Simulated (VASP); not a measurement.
# CdO (Fm-3m) in VASP: single point with LDA

Aim: the single point of CdO with LDA.

All numbers are computed with VASP 6.6.1; they aren't measurements. Logs are shortened: lines on timing, memory, paths and dates and some standing lists are left out, and cuts for length are marked.

### Step 1. The cell of the first run

The structure is cubic, space group Fm-3m (No. 225). Conventional cell: a = 4.498 Å, b = 4.498 Å, c = 4.498 Å, α = 90.00°, β = 90.00°, γ = 90.00°. Within 3.0 Å of Cd (site symmetry m-3m) lie 6 O at 2.25 Å. O (site symmetry m-3m) has 6 Cd at 2.25 Å within 3.0 Å.

### Step 2. Single point, LDA

The input, INCAR:

```
SYSTEM = CdO
PREC = Accurate ; ENCUT = 700
EDIFF = 1E-6 ; ISMEAR = 0
SIGMA = 0.1 ; LREAL = .FALSE.
LASPH = .TRUE. ; NELM = 120
ALGO = Normal ; ISIF = 2
LWAVE = .FALSE. ; LCHARG = .TRUE.
LELF = .TRUE. ; LVHAR = .TRUE.
NBANDS = 20 ; GGA_COMPAT = .FALSE.
```

The input, KPOINTS:

```
regular mesh
0
G
  14 14 14
  0 0 0
```

The input, POSCAR:

```
CdO
1.0
    0.0000000000      2.2490177156      2.2490177156
    2.2490177156      0.0000000000      2.2490177156
    2.2490177156      2.2490177156      0.0000000000
Cd O
1 1
Direct
    0.0000000000      0.0000000000      0.0000000000
    0.5000000000      0.5000000000      0.5000000000
```

Potentials or basis: VASP PAW LDA potentials, release 64 (Cd_sv_GW, O).

Started as:

```console
$ cat potpaw_LDA.64/Cd_sv_GW/POTCAR potpaw_LDA.64/O/POTCAR > POTCAR
$ mpirun -np 1 vasp_std > vasp.out
```

OUTCAR:

```text
SYSTEM = CdO
   PREC = Accurate
   ENCUT = 700
   EDIFF = 1E-6
   ISMEAR = 0
   LREAL = .FALSE.
   LASPH = .TRUE.
   NELM = 120
   ISIF = 2

 ion  position               nearest neighbor table
   1  0.000  0.000  0.000-   2 2.25   2 2.25   2 2.25   2 2.25   2 2.25   2 2.25
   2  0.500  0.500  0.500-   1 2.25   1 2.25   1 2.25   1 2.25   1 2.25   1 2.25

  LATTYP: Found a face centered cubic cell.
 ALAT       =     4.4980354312

  Lattice vectors:

 A1 = (   0.0000000000,   2.2490177156,   2.2490177156)
 A2 = (   2.2490177156,   0.0000000000,   2.2490177156)
 A3 = (   2.2490177156,   2.2490177156,   0.0000000000)

Analysis of symmetry for initial positions (statically):
=====================================================================
 Subroutine PRICEL returns:
 Original cell was already a primitive cell.

 Routine SETGRP: Setting up the symmetry group for a
 face centered cubic supercell.

 Subroutine GETGRP returns: Found 48 space group operations
 (whereof 48 operations were pure point group operations)
 out of a pool of 48 trial point group operations.

The static configuration has the point symmetry O_h .

Analysis of symmetry for dynamics (positions and initial velocities):
=====================================================================
 Subroutine PRICEL returns:
 Original cell was already a primitive cell.

 Routine SETGRP: Setting up the symmetry group for a
 face centered cubic supercell.

 Subroutine GETGRP returns: Found 48 space group operations
 (whereof 48 operations were pure point group operations)
 out of a pool of 48 trial point group operations.

The dynamic configuration has the point symmetry O_h .

 Subroutine INISYM returns: Found 48 space group operations
 (whereof 48 operations are pure point group operations),
 and found     1 'primitive' translations

----------------------------------------------------------------------------------------

                                     Primitive cell

  volume of cell :      22.7514

  direct lattice vectors                    reciprocal lattice vectors
     0.000000000  2.249017716  2.249017716    -0.222319280  0.222319280  0.222319280
     2.249017716  0.000000000  2.249017716     0.222319280 -0.222319280  0.222319280
     2.249017716  2.249017716  0.000000000     0.222319280  0.222319280 -0.222319280

  length of vectors
     3.180591355  3.180591355  3.180591355     0.385068289  0.385068289  0.385068289

  position of ions in fractional coordinates (direct lattice)
     0.000000000  0.000000000  0.000000000
     0.500000000  0.500000000  0.500000000

  ion indices of the primitive-cell ions
   primitive index   ion index
                 1           1
                 2           2

----------------------------------------------------------------------------------------

 KPOINTS: regular mesh

Automatic generation of k-mesh.
 Grid dimensions read from file:
 generate k-points for:   14   14   14

 Generating k-lattice:

  Cartesian coordinates                     Fractional coordinates (reciprocal lattice)
    -0.015879949  0.015879949  0.015879949     0.071428571  0.000000000  0.000000000
     0.015879949 -0.015879949  0.015879949     0.000000000  0.071428571  0.000000000
     0.015879949  0.015879949 -0.015879949     0.000000000  0.000000000  0.071428571

  Length of vectors
     0.027504878  0.027504878  0.027504878

  Shift w.r.t. Gamma in fractional coordinates (k-lattice)
     0.000000000  0.000000000  0.000000000

 Subroutine IBZKPT returns following result:
 ===========================================

 Found    104 irreducible k-points:

 Following reciprocal coordinates:
            Coordinates               Weight
  0.000000  0.000000  0.000000      1.000000
  0.071429  0.000000  0.000000      8.000000
  0.142857  0.000000  0.000000      8.000000
  0.214286  0.000000  0.000000      8.000000
  0.285714  0.000000  0.000000      8.000000
  0.357143  0.000000  0.000000      8.000000
[... 16 lines left out ...]
  0.214286  0.142857  0.000000     24.000000
  0.285714  0.142857  0.000000     24.000000
 [... further k-points ...]
   k-points           NKPTS =    104   k-points in BZ     NKDIM =    104   number of bands    NBANDS=     20
   number of dos      NEDOS =    301   number of ions     NIONS =      2
   total plane-waves  NPLWV =  21952
   dimension x,y,z NGX =    28 NGY =   28 NGZ =   28
   dimension x,y,z NGXF=    56 NGYF=   56 NGZF=   56
   ions per type =               1   1
   NGX,Y,Z   is equivalent  to a cutoff of  14.64, 14.64, 14.64 a.u.
   NGXF,Y,Z  is equivalent  to a cutoff of  29.27, 29.27, 29.27 a.u.
 SYSTEM =  CdO
   PREC   = accura    normal or accurate (medium, high low for compatibility)
   ISTART =      0    job   : 0-new  1-cont  2-samecut
   ICHARG =      2    charge: 1-file 2-atom 10-const
   ISPIN  =      1    spin polarized calculation?
   LNONCOLLINEAR =      F non collinear calculations
   LSORBIT =      F    spin-orbit coupling
   LASPH  =      T    aspherical Exc in radial PAW
   ENCUT  =  700.0 eV  51.45 Ry    7.17 a.u.   6.86  6.86  6.86*2*pi/ulx,y,z
   NELM   =    120;   NELMIN=  2; NELMDL= -5     # of ELM steps
   EDIFF  = 0.1E-05   stopping-criterion for ELM
   LREAL  =      F    real-space projection
   EDIFFG = 0.1E-04   stopping-criterion for IOM
   NSW    =      0    number of steps for IOM
   IBRION =     -1    ionic relax: 0-MD 1-quasi-New 2-CG
   NFREE  =      0    steps in history (QN), initial steepest desc. (CG)
   ISIF   =      2    stress and relaxation
   ISYM   =      2    0-nonsym 1-usesym 2-fastsym
   POTIM  = 0.5000    time-step for ionic-motion
   TEBEG  =    0.0;   TEEND  =   0.0 temperature during run
   PSTRESS=    0.0 pullay stress
   NELECT =      26.0000    total number of electrons
   NUPDOWN=      -1.0000    fix difference up-down
   EMIN   =  10.00;   EMAX   =-10.00  energy-range for DOS
   EFERMI =   0.00;   METHOD = LEGACY
   ISMEAR =     0;   SIGMA  =   0.10  broadening in eV -4-tet -1-fermi 0-gaus
   EFERMI_NEDOS =   21; number of points for ismear=-14 and -15
   IALGO  =     38    algorithm
   IMIX   =      4    mixing-type and parameters
     AMIX     =   0.40;   BMIX     =  1.00
     AMIX_MAG =   1.60;   BMIX_MAG =  1.00
  volume/ion in A,a.u.               =      11.38        76.77
  Fermi-wavevector in a.u.,A,eV,Ry     =   1.711577  3.234411 39.858204  2.929495
  Thomas-Fermi vector in A             =   2.789665
   LORBIT       =      0    0 simple, 1 ext, 2 COOP (PROOUT), +10 PAW based schemes
   GGA     = CA    functional components
   LHFCALC =     F    Hartree Fock is set to
   AEXX    =    0.0000 exact exchange contribution
   IVDW    =     0    specifies the selected vdW correction
   LEPSILON=     F    determine dielectric tensor
   LRPA    =     F    only Hartree local field effects (RPA)
 non-spin polarized calculation
 Gauss-broadening in eV      SIGMA  =   0.10
  energy-cutoff  :      700.00
  volume of cell :       22.75
 maximum number of plane-waves:       982
   NGX = 13   NGY = 13   NGZ = 13

 number of electron      26.0000006 magnetization

 Free energy of the ion-electron system (eV)
  ---------------------------------------------------
  ext. energy  EPLUGINS =         0.00000000
  ---------------------------------------------------
  free energy    TOTEN  =        -9.30497934 eV

  energy without entropy =       -9.30485519  energy(sigma->0) =       -9.30491727

 E-fermi :   6.5757     XC(G=0): -13.2289

 val. band max:        6.4588675066   @ k =   0.5000   0.0000   0.0000
 cond. band min:       6.8030177530   @ k =   0.0714   0.0000   0.0000
 fundamental gap:      0.3441502465
 Fermi energy:         6.5756560422

 k-point     1 :       0.0000    0.0000    0.0000
  band No.  band energies     occupation
      1     -93.4993      2.00000
      2     -54.9108      2.00000
      3     -54.9108      2.00000
      4     -54.9108      2.00000
      5     -11.8019      2.00000
      6      -0.5999      2.00000
[... 12 lines left out ...]
     19      26.2830      0.00000
     20      26.2830      0.00000

 k-point     2 :       0.0714    0.0000    0.0000
  band No.  band energies     occupation
      1     -93.4992      2.00000
      2     -54.9125      2.00000
      3     -54.9111      2.00000
      4     -54.9111      2.00000
      5     -11.7518      2.00000
      6      -0.6356      2.00000
[... 12 lines left out ...]
     19      26.2057      0.00000
     20      26.2120      0.00000

 k-point     3 :       0.1429    0.0000    0.0000
  band No.  band energies     occupation
      1     -93.4989      2.00000
      2     -54.9171      2.00000
      3     -54.9118      2.00000
      4     -54.9118      2.00000
      5     -11.6081      2.00000
      6      -0.7605      2.00000
[... 12 lines left out ...]
     19      26.2985      0.00000
     20      26.2985      0.00000

 k-point     4 :       0.2143    0.0000    0.0000
  band No.  band energies     occupation
      1     -93.4984      2.00000
      2     -54.9238      2.00000
      3     -54.9127      2.00000
      4     -54.9127      2.00000
      5     -11.3911      2.00000
      6      -1.0115      2.00000
[... 12 lines left out ...]
     19      26.6842      0.00000
     20      26.6842      0.00000

 k-point     5 :       0.2857    0.0000    0.0000
  band No.  band energies     occupation
      1     -93.4979      2.00000
      2     -54.9312      2.00000
      3     -54.9139      2.00000
      4     -54.9139      2.00000
      5     -11.1349      2.00000
      6      -1.3851      2.00000
[... 12 lines left out ...]
     19      27.3008      0.00000
     20      27.3008      0.00000
[... 353 lines left out ...]
      6      -0.6795      2.00000
[... 12 lines left out ...]
     19      24.6126      0.00000
     20      27.1076      0.00000

 k-point    22 :       0.1429    0.1429    0.0000
  band No.  band energies     occupation
      1     -93.4987      2.00000
      2     -54.9168      2.00000
      3     -54.9133      2.00000
      4     -54.9133      2.00000
      5     -11.5598      2.00000
      6      -0.8410      2.00000
[... 12 lines left out ...]
     19      26.5441      0.00000
     20      29.5330      0.00000

 k-point    23 :       0.2143    0.1429    0.0000
  band No.  band energies     occupation
      1     -93.4984      2.00000
      2     -54.9211      2.00000
      3     -54.9145      2.00000
      4     -54.9142      2.00000
      5     -11.4175      2.00000
      6      -1.0876      2.00000
[... 12 lines left out ...]
     19      27.1603      0.00000
     20      29.8415      0.00000

 k-point    24 :       0.2857    0.1429    0.0000
  band No.  band energies     occupation
      1     -93.4980      2.00000
      2     -54.9272      2.00000
      3     -54.9157      2.00000
      4     -54.9152      2.00000
      5     -11.2225      2.00000
      6      -1.3259      2.00000
[... 12 lines left out ...]
     19      27.4099      0.00000
     20      29.8588      0.00000

 [... further k-points ...]

------------------------ aborting loop because EDIFF is reached ----------------------------------------

  FORCE on cell =-STRESS in cart. coord.  units (eV):
  Direction    XX          YY          ZZ          XY          YZ          ZX
  --------------------------------------------------------------------------------------
  -------------------------------------------------------------------------------------
  Total        2.6061274      2.6061274      2.6061274     -0.0000000     -0.0000000      0.0000000
  in kB      183.5259982    183.5259982    183.5259982     -0.0000000     -0.0000000      0.0000000
  external PRESSURE =     183.5259982 kB  Pullay stress =       0.0000000 kB

 VOLUME and BASIS-vectors are now :
 -----------------------------------------------------------------------------
  energy-cutoff  :      700.00
  volume of cell :       22.75
      direct lattice vectors                 reciprocal lattice vectors
     0.000000000  2.249017716  2.249017716    -0.222319280  0.222319280  0.222319280
     2.249017716  0.000000000  2.249017716     0.222319280 -0.222319280  0.222319280
     2.249017716  2.249017716  0.000000000     0.222319280  0.222319280 -0.222319280

 POSITION                                       TOTAL-FORCE (eV/Angst)
 -----------------------------------------------------------------------------------
      0.00000      0.00000      0.00000        -0.000000      0.000000     -0.000000
      2.24902      2.24902      2.24902         0.000000     -0.000000      0.000000
 -----------------------------------------------------------------------------------
    total drift:                                0.000000      0.000000      0.000000

  FREE ENERGIE OF THE ION-ELECTRON SYSTEM (eV)
  ---------------------------------------------------
  free  energy   TOTEN  =        -9.3049793441 eV

  energy  without entropy=       -9.3048551865  energy(sigma->0) =       -9.30491727
```

It took 2.2 min on 1 thread of AMD EPYC, shared host; peak memory 0.19 GiB.

What came out:

```yaml
Free_energy: -9.3050 eV
Pressure: 18.4 GPa
Band_gap_on_the_k_mesh: zero (bands 13 and 14 overlap by 0.22 eV)
```

Caveat: the cell stands under pressure; semilocal functionals underestimate gaps, and a narrow one can read as zero.

The gap in the log of VASP goes by the Fermi energy; the results here count the filled bands.